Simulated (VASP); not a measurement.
# HF in VASP: a series of runs

The runs below take HF through single point, with r2SCAN+D3(BJ).

Everything below comes from runs of VASP 6.6.1. Logs are shortened: lines on timing, memory, paths and dates and some standing lists are left out, and cuts for length are marked.

**1. The cell of the first run**

The cell holds a disordered packing, 16 atoms: a = 6.688 Å, b = 6.688 Å, c = 6.688 Å, α = 90.00°, β = 90.00°, γ = 90.00°.

**2. Single point, r2SCAN+D3(BJ)**

Input file POSCAR:

```
HF
1.0
    6.6883740000      0.0000000000      0.0000000000
    0.0000000000      6.6883740000      0.0000000000
    0.0000000000      0.0000000000      6.6883740000
F H
8 8
Direct
    0.1462986370      0.2021418061      0.7114584202
    0.7851534618      0.1338591413      0.9017288806
    0.0063094558      0.7177379734      0.3451362020
    0.7921656295      0.6670829113      0.6564973789
    0.0946717393      0.9744371352      1.0619920477
    0.5072383811      0.3048125000      0.5573850984
    0.5008242661      0.8837723489      0.7362178012
    0.7229709343      0.2867513091      0.2485656454
    0.2755826753      0.2051021668      0.6601455002
    0.6815707375      0.0877492796      0.8242960098
    0.0076550743      0.8131572786      0.2417478448
    0.8697629648      0.6974041822      0.5384118771
    0.1170389096      1.0348853099      0.9403929864
    0.5749678472      0.3181640261      0.4359355503
    0.5878857851      0.7765564545      0.7077803963
    0.7394323344      0.2460089702      0.1132562264
```

Input file INCAR.step1:

```
SYSTEM = HF
ALGO = Normal
EDIFF = 1E-5
ENCUT = 1110
GGA = PE
GGA_COMPAT = .FALSE.
ISMEAR = -1
LASPH = .TRUE.
LCHARG = .FALSE.
LREAL = Auto
LWAVE = .TRUE.
NBANDS = 46
NELM = 120
PREC = Accurate
SIGMA = 0.02
```

Input file INCAR.step2:

```
SYSTEM = HF
ALGO = Normal
EDIFF = 1E-6
ENCUT = 1110
GGA_COMPAT = .FALSE.
ISIF = 2
ISMEAR = -1
ISTART = 1
IVDW = 12
LASPH = .TRUE.
LCHARG = .FALSE.
LMIXTAU = .TRUE.
LREAL = Auto
LWAVE = .FALSE.
METAGGA = R2SCAN
NBANDS = 46
NELM = 120
PREC = Accurate
SIGMA = 0.02
VDW_A1 = 0.49484001
VDW_A2 = 5.73083694
VDW_S6 = 1.0
VDW_S8 = 0.78981345
```

Input file KPOINTS:

```
k-points
0
G
  1 1 1
  0 0 0
```

Potentials or basis: VASP PAW PBE potentials, release 64 (F_h, H_h).

Started as:

```console
> cat potpaw_PBE.64/F_h/POTCAR potpaw_PBE.64/H_h/POTCAR > POTCAR
> cp INCAR.step1 INCAR
> mpirun -np 1 vasp_gam > vasp.out
> cp INCAR.step2 INCAR
> mpirun -np 1 vasp_gam > vasp.out
```

OUTCAR:

```text
SYSTEM = HF
   EDIFF = 1E-6
   ENCUT = 1110
   ISIF = 2
   ISMEAR = -1
   ISTART = 1
   IVDW = 12
   LASPH = .TRUE.
   LREAL = Auto
   METAGGA = R2SCAN
   NELM = 120
   PREC = Accurate
 IVDW          = 12

 ion  position               nearest neighbor table
   1  0.146  0.202  0.711-   9 0.93
   2  0.785  0.134  0.902-  10 0.92
   3  0.006  0.718  0.345-  11 0.94
   4  0.792  0.667  0.656-  12 0.97
   5  0.095  0.974  0.062-  13 0.92
   6  0.507  0.305  0.557-  14 0.93
[... 8 lines left out ...]
  15  0.588  0.777  0.708-   7 0.94
  16  0.739  0.246  0.113-   8 0.95

  LATTYP: Found a simple cubic cell.
 ALAT       =     6.6883740000

  Lattice vectors:

 A1 = (   6.6883740000,   0.0000000000,   0.0000000000)
 A2 = (   0.0000000000,   6.6883740000,   0.0000000000)
 A3 = (   0.0000000000,   0.0000000000,   6.6883740000)

Analysis of symmetry for initial positions (statically):
=====================================================================
 Subroutine PRICEL returns:
 Original cell was already a primitive cell.

 Routine SETGRP: Setting up the symmetry group for a
 simple cubic supercell.

 Subroutine GETGRP returns: Found  1 space group operations
 (whereof  1 operations were pure point group operations)
 out of a pool of 48 trial point group operations.

The static configuration has the point symmetry C_1 .

Analysis of symmetry for dynamics (positions and initial velocities):
=====================================================================
 Subroutine PRICEL returns:
 Original cell was already a primitive cell.

 Routine SETGRP: Setting up the symmetry group for a
 simple cubic supercell.

 Subroutine GETGRP returns: Found  1 space group operations
 (whereof  1 operations were pure point group operations)
 out of a pool of 48 trial point group operations.

The dynamic configuration has the point symmetry C_1 .

 Subroutine INISYM returns: Found  1 space group operations
 (whereof  1 operations are pure point group operations),
 and found     1 'primitive' translations

----------------------------------------------------------------------------------------

                                     Primitive cell

  volume of cell :     299.2000

  direct lattice vectors                    reciprocal lattice vectors
     6.688374000  0.000000000  0.000000000     0.149513170  0.000000000  0.000000000
     0.000000000  6.688374000  0.000000000     0.000000000  0.149513170  0.000000000
     0.000000000  0.000000000  6.688374000     0.000000000  0.000000000  0.149513170

  length of vectors
     6.688374000  6.688374000  6.688374000     0.149513170  0.149513170  0.149513170
[... 93 lines left out ...]
   POTIM  = 0.5000    time-step for ionic-motion
   TEBEG  =    0.0;   TEEND  =   0.0 temperature during run
   PSTRESS=    0.0 pullay stress
   NELECT =      64.0000    total number of electrons
   NUPDOWN=      -1.0000    fix difference up-down
   EMIN   =  10.00;   EMAX   =-10.00  energy-range for DOS
   EFERMI =   0.00;   METHOD = LEGACY
   ISMEAR =    -1;   SIGMA  =   0.02  broadening in eV -4-tet -1-fermi 0-gaus
   EFERMI_NEDOS =   21; number of points for ismear=-14 and -15
   IALGO  =     38    algorithm
   IMIX   =      4    mixing-type and parameters
     AMIX     =   0.40;   BMIX     =  1.00
     AMIX_MAG =   1.60;   BMIX_MAG =  1.00
  volume/ion in A,a.u.               =      18.70       126.19
  Fermi-wavevector in a.u.,A,eV,Ry     =   0.979071  1.850176 13.042278  0.958580
  Thomas-Fermi vector in A             =   2.109896
   LORBIT       =      0    0 simple, 1 ext, 2 COOP (PROOUT), +10 PAW based schemes
   METAGGA = R2SCAN    functional components
   LHFCALC =     F    Hartree Fock is set to
   AEXX    =    0.0000 exact exchange contribution
   IVDW    =    12    specifies the selected vdW correction
   LEPSILON=     F    determine dielectric tensor
   LRPA    =     F    only Hartree local field effects (RPA)
 non-spin polarized calculation
  energy-cutoff  :     1110.00
  volume of cell :      299.20
 maximum number of plane-waves:     12635
 NGX is ok and might be reduce to    80
   NGX = 37   NGY = 37   NGZ = 37

 number of electron      64.0000001 magnetization

 Free energy of the ion-electron system (eV)
  ---------------------------------------------------
  ext. energy  EPLUGINS =         0.00000000
  ---------------------------------------------------
  free energy    TOTEN  =       -77.57225834 eV

  energy without entropy =      -77.57225834  energy(sigma->0) =      -77.57225834

 E-fermi :  -7.3140     XC(G=0):  -5.0079

 val. band max:       -7.8998263566   @ k =   0.0000   0.0000   0.0000
 cond. band min:       0.5595175185   @ k =   0.0000   0.0000   0.0000
 fundamental gap:      8.4593438751
 Fermi energy:        -7.3140071386

 k-point     1 :       0.0000    0.0000    0.0000
  band No.  band energies     occupation
      1     -30.5146      2.00000
      2     -30.2764      2.00000
      3     -29.9188      2.00000
      4     -29.8940      2.00000
      5     -29.7582      2.00000
      6     -29.6021      2.00000
[... 36 lines left out ...]
     43       6.6816      0.00000
     44       7.0319      0.00000
 [bands above 44 left out]

------------------------ aborting loop because EDIFF is reached ----------------------------------------

 Edisp (eV)   -0.13073

 E8    (eV) :    -0.0180

  FORCE on cell =-STRESS in cart. coord.  units (eV):
  Direction    XX          YY          ZZ          XY          YZ          ZX
  --------------------------------------------------------------------------------------
  -------------------------------------------------------------------------------------
  Total       0.27239    -1.01229    -1.08587    -0.46538     0.29782     0.85791
  in kB       1.45862    -5.42068    -5.81471    -2.49207     1.59476     4.59397
  external pressure =       -3.26 kB  Pullay stress =        0.00 kB

 VOLUME and BASIS-vectors are now :
 -----------------------------------------------------------------------------
  energy-cutoff  :     1110.00
  volume of cell :      299.20
      direct lattice vectors                 reciprocal lattice vectors
     6.688374000  0.000000000  0.000000000     0.149513170  0.000000000  0.000000000
     0.000000000  6.688374000  0.000000000     0.000000000  0.149513170  0.000000000
     0.000000000  0.000000000  6.688374000     0.000000000  0.000000000  0.149513170

 POSITION                                       TOTAL-FORCE (eV/Angst)
 -----------------------------------------------------------------------------------
      0.97850      1.35200      4.75850        -0.106301     -0.308746      0.375379
      5.25140      0.89530      6.03110         0.532829      0.572443      0.615037
      0.04220      4.80050      2.30840        -0.091837      0.047861     -0.014720
      5.29830      4.46170      4.39090         0.460775      0.054687     -0.628112
      0.63320      6.51740      0.41463         0.139897     -0.456832      0.991130
      3.39260      2.03870      3.72800        -0.340592      0.004922      0.575158
[... 8 lines left out ...]
      3.93200      5.19390      4.73390         0.315452      0.000789     -0.157492
      4.94560      1.64540      0.75750        -0.074120     -0.093291      0.206704
 -----------------------------------------------------------------------------------
    total drift:                               -0.001185     -0.004654      0.004050

  FREE ENERGIE OF THE ION-ELECTRON SYSTEM (eV)
  ---------------------------------------------------
  free  energy   TOTEN  =       -77.7029888984 eV

  energy  without entropy=      -77.7029888984  energy(sigma->0) =      -77.70298890
```

It took 4.3 min on 1 thread of Intel Xeon Platinum 8559C (Emerald Rapids), shared host; peak memory 1 GiB.

What came out:

| Quantity | Value |
| --- | --- |
| Free energy | -77.7030 eV |
| Pressure | -0.3 GPa |
| Largest force | 1.332 eV/Å |
| Dispersion energy per atom | -0.008 eV |

Forces on the atoms (eV/Å):
```
F   -0.106 -0.309  0.375
F    0.533  0.572  0.615
F   -0.092  0.048 -0.015
F    0.461  0.055 -0.628
F    0.140 -0.457  0.991
F   -0.341  0.005  0.575
F   -0.188  0.404  0.208
F    0.159  0.072 -0.311
H    0.291  0.159 -0.302
H   -0.981 -0.563 -0.705
H    0.118 -0.009  0.003
H   -0.392 -0.171  0.522
H   -0.021  0.488 -0.995
H    0.178 -0.202 -0.384
H    0.315  0.001 -0.157
H   -0.074 -0.093  0.207
```

Stress tensor (GPa, compression positive):
```
 0.15 -0.25  0.46
-0.25 -0.54  0.16
 0.46  0.16 -0.58
```

Levels at points of the mesh, in eV from the Fermi level:
| k point | band 30 | band 31 | band 32 | band 33 | band 34 | band 35 |
| --- | --- | --- | --- | --- | --- | --- |
| (0.00, 0.00, 0.00) | -0.71 | -0.66 | -0.59 | 7.87 | 10.90 | 11.32 |

Caveat: the k points lie up to 0.94 Å⁻¹ apart, too coarse for converged energies, forces and pressures; the atoms stand as in a frame of molecular dynamics; the PAW data sets were made with another functional, which shifts forces and pressure a little.

**3. Single point, r2SCAN+D3(BJ)**

Input file POSCAR:

```
HF
1.0
    6.6883740000      0.0000000000      0.0000000000
    0.0000000000      6.6883740000      0.0000000000
    0.0000000000      0.0000000000      6.6883740000
F H
8 8
Direct
    0.1476891095      0.2010802626      0.7148374179
    0.7826117379      0.1316313950      0.9016242214
    0.0042162714      0.7196068880      0.3446129059
    0.7920310676      0.6654233151      0.6564375736
    0.0949408631      0.9733307378      1.0621714635
    0.5082401193      0.3011793300      0.5577439300
    0.5055787849      0.8816941158      0.7349170366
    0.7249893621      0.2842992931      0.2453062583
    0.2740277383      0.1948605147      0.6487824993
    0.6848151733      0.0869867624      0.8140394063
    0.0115573681      0.8221878741      0.2459790676
    0.8677893910      0.6873718485      0.5417460208
    0.1138841817      1.0136544398      0.9281628091
    0.5640683371      0.2964397625      0.4284598917
    0.5793934370      0.7629358047      0.7008579365
    0.7124900611      0.2423608488      0.1069617219
```

Input file INCAR.step1:

```
PREC = Accurate ; ENCUT = 1110
ISMEAR = -1 ; SIGMA = 0.02
LREAL = Auto ; LASPH = True
NELM = 120 ; NBANDS = 46
GGA = PE ; ALGO = Normal
EDIFF = 1E-5 ; LWAVE = True
LCHARG = False ; GGA_COMPAT = False
```

Input file INCAR.step2:

```
PREC = Accurate ; ENCUT = 1110
EDIFF = 1E-6 ; ISMEAR = -1
SIGMA = 0.02 ; LREAL = Auto
LASPH = True ; NELM = 120
ALGO = Normal ; ISIF = 2
LWAVE = False ; LCHARG = True
METAGGA = R2SCAN ; LMIXTAU = True
IVDW = 12 ; VDW_S6 = 1.0
VDW_S8 = 0.78981345 ; VDW_A1 = 0.49484001
VDW_A2 = 5.73083694 ; LELF = True
LVHAR = True ; NBANDS = 46
ISTART = 1 ; GGA_COMPAT = False
```

Input file KPOINTS:

```
regular mesh
0
Gamma
  1 1 1
```

Potentials or basis: VASP PAW PBE potentials, release 64 (F_h, H_h).

Started as:

```console
> cat potpaw_PBE.64/F_h/POTCAR potpaw_PBE.64/H_h/POTCAR > POTCAR
> cp INCAR.step1 INCAR
> mpirun -np 1 vasp_gam > vasp.out
> cp INCAR.step2 INCAR
> mpirun -np 1 vasp_gam > vasp.out
```

OUTCAR:

```text
PREC = Accurate
   ENCUT = 1110
   EDIFF = 1E-6
   ISMEAR = -1
   LREAL = Auto
   LASPH = True
   NELM = 120
   ISIF = 2
   METAGGA = R2SCAN
   IVDW = 12
   ISTART = 1
 IVDW          = 12

 ion  position               nearest neighbor table
   1  0.148  0.201  0.715-   9 0.95
   2  0.783  0.132  0.902-  10 0.93
   3  0.004  0.720  0.345-  11 0.95
   4  0.792  0.665  0.656-  12 0.93
   5  0.095  0.973  0.062-  13 0.94
   6  0.508  0.301  0.558-  14 0.94
[... 8 lines left out ...]
  15  0.579  0.763  0.701-   7 0.96
  16  0.712  0.242  0.107-   8 0.97

  LATTYP: Found a simple cubic cell.
 ALAT       =     6.6883740000

  Lattice vectors:

 A1 = (   6.6883740000,   0.0000000000,   0.0000000000)
 A2 = (   0.0000000000,   6.6883740000,   0.0000000000)
 A3 = (   0.0000000000,   0.0000000000,   6.6883740000)

Analysis of symmetry for initial positions (statically):
=====================================================================
 Subroutine PRICEL returns:
[... 179 lines left out ...]
 fundamental gap:      8.3814126719
 Fermi energy:        -7.3197153623

 k-point     1 :       0.0000    0.0000    0.0000
  band No.  band energies     occupation
      1     -30.3806      2.00000
      2     -30.1591      2.00000
      3     -29.8625      2.00000
      4     -29.8282      2.00000
      5     -29.6203      2.00000
      6     -29.4689      2.00000
[... 36 lines left out ...]
     43       6.6494      0.00000
     44       6.9912      0.00000
 [bands above 44 left out]

------------------------ aborting loop because EDIFF is reached ----------------------------------------

 Edisp (eV)   -0.13085

 E8    (eV) :    -0.0181

  FORCE on cell =-STRESS in cart. coord.  units (eV):
  Direction    XX          YY          ZZ          XY          YZ          ZX
  --------------------------------------------------------------------------------------
  -------------------------------------------------------------------------------------
  Total      -0.96074    -2.19620    -2.42621    -0.24649     0.36527     0.80585
  in kB      -5.14463   -11.76036   -12.99204    -1.31995     1.95598     4.31520
  external pressure =       -9.97 kB  Pullay stress =        0.00 kB

 VOLUME and BASIS-vectors are now :
 -----------------------------------------------------------------------------
  energy-cutoff  :     1110.00
  volume of cell :      299.20
      direct lattice vectors                 reciprocal lattice vectors
     6.688374000  0.000000000  0.000000000     0.149513170  0.000000000  0.000000000
     0.000000000  6.688374000  0.000000000     0.000000000  0.149513170  0.000000000
     0.000000000  0.000000000  6.688374000     0.000000000  0.000000000  0.149513170

 POSITION                                       TOTAL-FORCE (eV/Angst)
 -----------------------------------------------------------------------------------
      0.98780      1.34490      4.78110         0.888008     -0.424411     -0.250657
      5.23440      0.88040      6.03040         0.012829      0.402036      0.330083
      0.02820      4.81300      2.30490        -0.021292      0.447622     -0.364548
      5.29740      4.45060      4.39050        -0.322719     -0.362364      0.676750
      0.63500      6.51000      0.41583         0.336086      0.017432     -0.170817
      3.39930      2.01440      3.73040        -0.300632     -0.102478      0.211233
[... 8 lines left out ...]
      3.87520      5.10280      4.68760        -0.063930      0.894586      0.122693
      4.76540      1.62100      0.71540         0.374398      0.124472      0.962734
 -----------------------------------------------------------------------------------
    total drift:                                0.001581      0.000132     -0.000346

  FREE ENERGIE OF THE ION-ELECTRON SYSTEM (eV)
  ---------------------------------------------------
  free  energy   TOTEN  =       -77.6566433395 eV

  energy  without entropy=      -77.6566433395  energy(sigma->0) =      -77.65664334
```

OUTCAR.step1:

```text
PREC = Accurate
   ENCUT = 1110
   ISMEAR = -1
   LREAL = Auto
   LASPH = True
[... 289 lines left out ...]
      0.63500      6.51000      0.41583         0.306116     -0.131613      0.340186
      3.39930      2.01440      3.73040        -0.524629     -0.048092      0.703712
[... 8 lines left out ...]
      3.87520      5.10280      4.68760         0.211347      0.470578     -0.009808
      4.76540      1.62100      0.71540         0.304397     -0.034710      0.453280
 -----------------------------------------------------------------------------------
    total drift:                                0.002964      0.001386     -0.002308

  FREE ENERGIE OF THE ION-ELECTRON SYSTEM (eV)
  ---------------------------------------------------
  free  energy   TOTEN  =       -66.0581799914 eV

  energy  without entropy=      -66.0581799914  energy(sigma->0) =      -66.05817999
```

OSZICAR.step1:

```text
N       E                     dE             d eps       ncg     rms          rms(c)
DAV:   1     0.103729183827E+04    0.10373E+04   -0.47790E+04    92   0.226E+03
DAV:   2     0.182618541997E+03   -0.85467E+03   -0.78707E+03   130   0.389E+02
DAV:   3    -0.606563601955E+02   -0.24327E+03   -0.24047E+03   122   0.207E+02
DAV:   4    -0.699597850277E+02   -0.93034E+01   -0.92495E+01   112   0.458E+01
DAV:   5    -0.701772040759E+02   -0.21742E+00   -0.21696E+00   128   0.703E+00    0.147E+01
DAV:   6    -0.660893680942E+02    0.40878E+01   -0.14101E+01   120   0.198E+01    0.626E+00
DAV:   7    -0.660614818377E+02    0.27886E-01   -0.58411E-01   120   0.357E+00    0.379E+00
DAV:   8    -0.660574184834E+02    0.40634E-02   -0.11327E-01   120   0.300E+00    0.406E-01
DAV:   9    -0.660576292264E+02   -0.21074E-03   -0.12704E-02   120   0.629E-01    0.206E-01
DAV:  10    -0.660584831496E+02   -0.85392E-03   -0.27136E-03   128   0.341E-01    0.858E-02
DAV:  11    -0.660583389971E+02    0.14415E-03   -0.23546E-04   144   0.162E-01    0.463E-02
DAV:  12    -0.660582264501E+02    0.11255E-03   -0.26820E-04   128   0.137E-01    0.211E-02
DAV:  13    -0.660581914648E+02    0.34985E-04   -0.36346E-05   112   0.523E-02    0.116E-02
DAV:  14    -0.660581801973E+02    0.11267E-04   -0.22505E-05    80   0.331E-02    0.706E-03
DAV:  15    -0.660581799914E+02    0.20582E-06   -0.38653E-06    88   0.216E-02
   1 F= -.66058180E+02 E0= -.66058180E+02  d E =-.129394E-10
```

It took 3.2 min on 1 thread of Intel Xeon 6975P-C (Granite Rapids), shared host; peak memory 1.1 GiB.

Results:

| Quantity | Value |
| --- | --- |
| Free energy | -77.6566 eV |
| Pressure | -1.0 GPa |
| Largest force | 1.040 eV/Å |
| Dispersion energy per atom | -0.008 eV |

Forces on the atoms (eV/Å):
```
F    0.888 -0.424 -0.251
F    0.013  0.402  0.330
F   -0.021  0.448 -0.365
F   -0.323 -0.362  0.677
F    0.336  0.017 -0.171
F   -0.301 -0.102  0.211
F    0.092 -0.385 -0.073
F   -0.324 -0.191 -0.943
H   -0.676  0.261  0.326
H   -0.538 -0.427 -0.435
H    0.062 -0.466  0.284
H    0.417  0.174 -0.783
H   -0.195  0.112  0.254
H    0.259 -0.074 -0.147
H   -0.064  0.895  0.123
H    0.374  0.124  0.963
```

Caveat: the k points lie up to 0.94 Å⁻¹ apart, too coarse for converged energies, forces and pressures; the atoms stand as in a frame of molecular dynamics; the PAW data sets were made with another functional, which shifts forces and pressure a little.
